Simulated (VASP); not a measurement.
# HfO2 (fluorite type) (Fm-3m) in VASP: notebook

The runs below take HfO2 (fluorite type) through single point, with PBE.

Program: VASP 6.6.1. These are calculated values, not measurements. Logs are shortened: lines on timing, memory, paths and dates and some standing lists are left out, and cuts for length are marked.

**1. The cell of the first run**

The structure is cubic, space group Fm-3m (No. 225). Conventional cell: a = 4.993 Å, b = 4.993 Å, c = 4.993 Å, α = 90.00°, β = 90.00°, γ = 90.00°. Within 2.9 Å of Hf (site symmetry m-3m) lie 8 O at 2.16 Å. Within 2.9 Å of O (site symmetry -43m) lie 4 Hf at 2.16 Å and 6 O at 2.50 Å.

**2. Single point, PBE (volume scaled by 0.94)**

Contents of INCAR:

```
PREC = Accurate
ENCUT = 520
EDIFF = 1E-6
ISMEAR = -1
SIGMA = 0.05
LREAL = False
LASPH = True
NELM = 80
ALGO = Normal
ISIF = 2
LWAVE = False
LCHARG = False
GGA = PE
NBANDS = 18
```

Contents of KPOINTS:

```
regular mesh
0
Gamma
  11 11 11
```

Contents of POSCAR:

```
HfO2
1.0
    0.0000000000      2.4967024664      2.4967024664
    2.4967024664      0.0000000000      2.4967024664
    2.4967024664      2.4967024664      0.0000000000
Hf O
1 2
Direct
    0.0000000000      0.0000000000      0.0000000000
    0.2500000000      0.2500000000      0.2500000000
    0.7500000000      0.7500000000      0.7500000000
```

Potentials or basis: VASP PAW PBE potentials, release 64 (Hf_pv, O).

The run is started by

```console
$ cat potpaw_PBE.64/Hf_pv/POTCAR potpaw_PBE.64/O/POTCAR > POTCAR
$ mpirun -np 1 vasp_std > vasp.out
```

OUTCAR:

```text
PREC = Accurate
   ENCUT = 520
   EDIFF = 1E-6
   ISMEAR = -1
   LREAL = False
   LASPH = True
   NELM = 80
   ISIF = 2
   GGA = PE

 ion  position               nearest neighbor table
   1  0.000  0.000  0.000-   3 2.16   3 2.16   3 2.16   2 2.16   3 2.16   2 2.16   2 2.16   2 2.16

   2  0.250  0.250  0.250-   1 2.16   1 2.16   1 2.16   1 2.16
   3  0.750  0.750  0.750-   1 2.16   1 2.16   1 2.16   1 2.16

  LATTYP: Found a face centered cubic cell.
 ALAT       =     4.9934049328

  Lattice vectors:

 A1 = (   0.0000000000,   2.4967024664,   2.4967024664)
 A2 = (   2.4967024664,   0.0000000000,   2.4967024664)
 A3 = (   2.4967024664,   2.4967024664,   0.0000000000)

Analysis of symmetry for initial positions (statically):
=====================================================================
 Subroutine PRICEL returns:
 Original cell was already a primitive cell.

 Routine SETGRP: Setting up the symmetry group for a
 face centered cubic supercell.

 Subroutine GETGRP returns: Found 48 space group operations
 (whereof 48 operations were pure point group operations)
 out of a pool of 48 trial point group operations.

The static configuration has the point symmetry O_h .

Analysis of symmetry for dynamics (positions and initial velocities):
=====================================================================
 Subroutine PRICEL returns:
 Original cell was already a primitive cell.

 Routine SETGRP: Setting up the symmetry group for a
 face centered cubic supercell.

 Subroutine GETGRP returns: Found 48 space group operations
 (whereof 48 operations were pure point group operations)
 out of a pool of 48 trial point group operations.

The dynamic configuration has the point symmetry O_h .

 Subroutine INISYM returns: Found 48 space group operations
 (whereof 48 operations are pure point group operations),
 and found     1 'primitive' translations

----------------------------------------------------------------------------------------

                                     Primitive cell

  volume of cell :      31.1265

  direct lattice vectors                    reciprocal lattice vectors
     0.000000000  2.496702466  2.496702466    -0.200264151  0.200264151  0.200264151
     2.496702466  0.000000000  2.496702466     0.200264151 -0.200264151  0.200264151
     2.496702466  2.496702466  0.000000000     0.200264151  0.200264151 -0.200264151

  length of vectors
     3.530870489  3.530870489  3.530870489     0.346867685  0.346867685  0.346867685

  position of ions in fractional coordinates (direct lattice)
     0.000000000  0.000000000  0.000000000
     0.250000000  0.250000000  0.250000000
     0.750000000  0.750000000  0.750000000

  ion indices of the primitive-cell ions
   primitive index   ion index
                 1           1
                 2           2
                 3           3

----------------------------------------------------------------------------------------

 KPOINTS: regular mesh

Automatic generation of k-mesh.
 Grid dimensions read from file:
 generate k-points for:   11   11   11

 Generating k-lattice:

  Cartesian coordinates                     Fractional coordinates (reciprocal lattice)
    -0.018205832  0.018205832  0.018205832     0.090909091  0.000000000  0.000000000
     0.018205832 -0.018205832  0.018205832     0.000000000  0.090909091  0.000000000
     0.018205832  0.018205832 -0.018205832     0.000000000  0.000000000  0.090909091

  Length of vectors
     0.031533426  0.031533426  0.031533426

  Shift w.r.t. Gamma in fractional coordinates (k-lattice)
     0.000000000  0.000000000  0.000000000

 Subroutine IBZKPT returns following result:
 ===========================================

 Found     56 irreducible k-points:

 Following reciprocal coordinates:
            Coordinates               Weight
  0.000000  0.000000  0.000000      1.000000
  0.090909  0.000000  0.000000      8.000000
  0.181818  0.000000  0.000000      8.000000
  0.272727  0.000000  0.000000      8.000000
  0.363636  0.000000  0.000000      8.000000
  0.454545  0.000000  0.000000      8.000000
[... 16 lines left out ...]
 -0.272727  0.181818  0.000000     24.000000
 -0.181818  0.181818  0.000000     12.000000
 [... further k-points ...]
   k-points           NKPTS =     56   k-points in BZ     NKDIM =     56   number of bands    NBANDS=     18
   number of dos      NEDOS =    301   number of ions     NIONS =      3
   total plane-waves  NPLWV =  21952
   dimension x,y,z NGX =    28 NGY =   28 NGZ =   28
   dimension x,y,z NGXF=    56 NGYF=   56 NGZF=   56
   ions per type =               1   2
   NGX,Y,Z   is equivalent  to a cutoff of  13.18, 13.18, 13.18 a.u.
   NGXF,Y,Z  is equivalent  to a cutoff of  26.37, 26.37, 26.37 a.u.
 SYSTEM =  unknown system
   PREC   = accura    normal or accurate (medium, high low for compatibility)
   ISTART =      0    job   : 0-new  1-cont  2-samecut
   ICHARG =      2    charge: 1-file 2-atom 10-const
   ISPIN  =      1    spin polarized calculation?
   LNONCOLLINEAR =      F non collinear calculations
   LSORBIT =      F    spin-orbit coupling
   LASPH  =      T    aspherical Exc in radial PAW
   ENCUT  =  520.0 eV  38.22 Ry    6.18 a.u.   6.57  6.57  6.57*2*pi/ulx,y,z
   NELM   =     80;   NELMIN=  2; NELMDL= -5     # of ELM steps
   EDIFF  = 0.1E-05   stopping-criterion for ELM
   LREAL  =      F    real-space projection
   EDIFFG = 0.1E-04   stopping-criterion for IOM
   NSW    =      0    number of steps for IOM
   IBRION =     -1    ionic relax: 0-MD 1-quasi-New 2-CG
   NFREE  =      0    steps in history (QN), initial steepest desc. (CG)
   ISIF   =      2    stress and relaxation
   ISYM   =      2    0-nonsym 1-usesym 2-fastsym
   POTIM  = 0.5000    time-step for ionic-motion
   TEBEG  =    0.0;   TEEND  =   0.0 temperature during run
   PSTRESS=    0.0 pullay stress
   NELECT =      22.0000    total number of electrons
   NUPDOWN=      -1.0000    fix difference up-down
   EMIN   =  10.00;   EMAX   =-10.00  energy-range for DOS
   EFERMI =   0.00;   METHOD = LEGACY
   ISMEAR =    -1;   SIGMA  =   0.05  broadening in eV -4-tet -1-fermi 0-gaus
   EFERMI_NEDOS =   21; number of points for ismear=-14 and -15
   IALGO  =     38    algorithm
   IMIX   =      4    mixing-type and parameters
     AMIX     =   0.40;   BMIX     =  1.00
     AMIX_MAG =   1.60;   BMIX_MAG =  1.00
  volume/ion in A,a.u.               =      10.38        70.02
  Fermi-wavevector in a.u.,A,eV,Ry     =   1.458273  2.755737 28.933621  2.126561
  Thomas-Fermi vector in A             =   2.574977
   LORBIT       =      0    0 simple, 1 ext, 2 COOP (PROOUT), +10 PAW based schemes
   GGA     = PE    functional components
   LHFCALC =     F    Hartree Fock is set to
   AEXX    =    0.0000 exact exchange contribution
   IVDW    =     0    specifies the selected vdW correction
   LEPSILON=     F    determine dielectric tensor
   LRPA    =     F    only Hartree local field effects (RPA)
 non-spin polarized calculation
  energy-cutoff  :      520.00
  volume of cell :       31.13
 maximum number of plane-waves:       869
   NGX = 13   NGY = 13   NGZ = 13

 number of electron      22.0000002 magnetization

 Free energy of the ion-electron system (eV)
  ---------------------------------------------------
  ext. energy  EPLUGINS =         0.00000000
  ---------------------------------------------------
  free energy    TOTEN  =       -30.18694335 eV

  energy without entropy =      -30.18694335  energy(sigma->0) =      -30.18694335

 E-fermi :   5.6075     XC(G=0): -12.0851

 val. band max:        4.6418908166   @ k =  -0.4545   0.4545   0.0000
 cond. band min:       8.6460220891   @ k =   0.4545   0.4545   0.0000
 fundamental gap:      4.0041312724
 Fermi energy:         5.6075259582

 k-point     1 :       0.0000    0.0000    0.0000
  band No.  band energies     occupation
      1     -24.8005      2.00000
      2     -24.8005      2.00000
      3     -24.8005      2.00000
      4     -14.3452      2.00000
      5     -11.0790      2.00000
      6      -0.9523      2.00000
[... 10 lines left out ...]
     17      15.6887      0.00000
     18      18.7033      0.00000

 k-point     2 :       0.0909    0.0000    0.0000
  band No.  band energies     occupation
      1     -24.8467      2.00000
      2     -24.8053      2.00000
      3     -24.8053      2.00000
      4     -14.2181      2.00000
      5     -11.1843      2.00000
      6      -0.8662      2.00000
[... 10 lines left out ...]
     17      15.5223      0.00000
     18      18.4310      0.00000

 k-point     3 :       0.1818    0.0000    0.0000
  band No.  band energies     occupation
      1     -24.9672      2.00000
      2     -24.8184      2.00000
      3     -24.8184      2.00000
      4     -13.8818      2.00000
      5     -11.4362      2.00000
      6      -0.6319      2.00000
[... 10 lines left out ...]
     17      15.1506      0.00000
     18      18.3172      0.00000

 k-point     4 :       0.2727    0.0000    0.0000
  band No.  band energies     occupation
      1     -25.1177      2.00000
      2     -24.8353      2.00000
      3     -24.8353      2.00000
      4     -13.4671      2.00000
      5     -11.6901      2.00000
      6      -0.3219      2.00000
[... 375 lines left out ...]
      4     -12.7597      2.00000
      5     -11.9558      2.00000
      6      -0.4036      2.00000
[... 10 lines left out ...]
     17      15.6722      0.00000
     18      18.1316      0.00000

 k-point    23 :      -0.2727    0.1818    0.0000
  band No.  band energies     occupation
      1     -25.1894      2.00000
      2     -24.9649      2.00000
      3     -24.8515      2.00000
      4     -12.9256      2.00000
      5     -11.9614      2.00000
      6      -0.4497      2.00000
[... 10 lines left out ...]
     17      15.6124      0.00000
     18      18.0891      0.00000

 k-point    24 :      -0.1818    0.1818    0.0000
  band No.  band energies     occupation
      1     -25.1065      2.00000
      2     -24.9138      2.00000
      3     -24.8327      2.00000
      4     -13.2776      2.00000
      5     -11.8101      2.00000
      6      -0.5174      2.00000
[... 10 lines left out ...]
     17      15.0784      0.00000
     18      18.2248      0.00000

 [... further k-points ...]

------------------------ aborting loop because EDIFF is reached ----------------------------------------

  FORCE on cell =-STRESS in cart. coord.  units (eV):
  Direction    XX          YY          ZZ          XY          YZ          ZX
  --------------------------------------------------------------------------------------
  -------------------------------------------------------------------------------------
  Total        2.5532849      2.5532849      2.5532849     -0.0000000      0.0000000     -0.0000000
  in kB      131.4254572    131.4254572    131.4254572     -0.0000000      0.0000000     -0.0000000
  external PRESSURE =     131.4254572 kB  Pullay stress =       0.0000000 kB

 VOLUME and BASIS-vectors are now :
 -----------------------------------------------------------------------------
  energy-cutoff  :      520.00
  volume of cell :       31.13
      direct lattice vectors                 reciprocal lattice vectors
     0.000000000  2.496702466  2.496702466    -0.200264151  0.200264151  0.200264151
     2.496702466  0.000000000  2.496702466     0.200264151 -0.200264151  0.200264151
     2.496702466  2.496702466  0.000000000     0.200264151  0.200264151 -0.200264151

 POSITION                                       TOTAL-FORCE (eV/Angst)
 -----------------------------------------------------------------------------------
      0.00000      0.00000      0.00000        -0.000000     -0.000000     -0.000000
      1.24835      1.24835      1.24835        -0.000000     -0.000000      0.000000
      3.74505      3.74505      3.74505         0.000000      0.000000      0.000000
 -----------------------------------------------------------------------------------
    total drift:                                0.000000      0.000000      0.000000

  FREE ENERGIE OF THE ION-ELECTRON SYSTEM (eV)
  ---------------------------------------------------
  free  energy   TOTEN  =       -30.1869433504 eV

  energy  without entropy=      -30.1869433503  energy(sigma->0) =      -30.18694335
```

Run time: 28 s. Hardware: 1 thread of Intel Xeon 6975P-C (Granite Rapids), shared host; peak memory 0.17 GiB.

What came out:

- Free energy: -30.1869 eV
- Pressure: 13.1 GPa
- Band gap on the k mesh: 4.00 eV, indirect (least direct gap 4.09 eV)

Caveat: spin-orbit coupling is left out, which moves the levels of the heavy elements.

**3. Single point, PBE (volume scaled by 0.94)**

Contents of INCAR:

```
SYSTEM = HfO2
PREC = Accurate ; ENCUT = 520
EDIFF = 1E-7 ; ISMEAR = -1
SIGMA = 0.05 ; LREAL = .FALSE.
LASPH = .TRUE. ; NELM = 60
ALGO = Normal ; ISIF = 2
LWAVE = .FALSE. ; LCHARG = .FALSE.
GGA = PE ; NBANDS = 18
```

Contents of KPOINTS:

```
Automatic mesh
0
G
  11 11 11
  0 0 0
```

POSCAR is that of step 2.

Potentials or basis: VASP PAW PBE potentials, release 64 (Hf_pv, O).

The run is started by

```console
$ cat potpaw_PBE.64/Hf_pv/POTCAR potpaw_PBE.64/O/POTCAR > POTCAR
$ mpirun -np 1 vasp_std > vasp.out
```

Run time: 34 s. Hardware: 1 thread of Intel Xeon 6975P-C (Granite Rapids), shared host; peak memory 0.17 GiB.

It converged, with:

```
Free energy            : -30.1869 eV
Pressure               : 13.1 GPa
Band gap on the k mesh : 4.00 eV, indirect (least direct gap 4.09 eV)
```

Levels at points of the mesh, in eV from the valence-band top:
```
           k point  band 8  band 9  band 10  band 11  band 12  band 13  band 14  band 15
(0.00, 0.00, 0.00)   -5.59   -0.59    -0.59    -0.59     4.02     4.02     6.24    11.05
```

Caveat: spin-orbit coupling is left out, which moves the levels of the heavy elements. A k mesh can miss the band edges.
